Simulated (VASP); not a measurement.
Here is a VASP 6.6.1 calculation.

The input INCAR:

```
PREC = Accurate
ENCUT = 520
EDIFF = 1E-7
ISMEAR = 0
SIGMA = 0.15
LREAL = F
LASPH = T
NELM = 60
ALGO = Fast
ISIF = 2
LWAVE = F
LCHARG = F
GGA = CA
NBANDS = 14
```

File KPOINTS:

```
Automatic mesh
0
Gamma
  24 24 24
```

The input POSCAR:

```
Rh
1.0
    0.0000000000      1.8420872121      2.0262959333
    1.8420872121      0.0000000000      2.0262959333
    1.8420872121      1.8420872121      0.0000000000
Rh
1
Direct
    0.0000000000      0.0000000000      0.0000000000
```

Potentials or basis: VASP PAW LDA potentials, release 64 (Rh_pv).

Launch:

```console
$ cat potpaw_LDA.64/Rh_pv/POTCAR > POTCAR
$ mpirun -np 1 vasp_std > vasp.out
```

(1) Predict the pressure.

Results:

(1) -8.8 GPa.
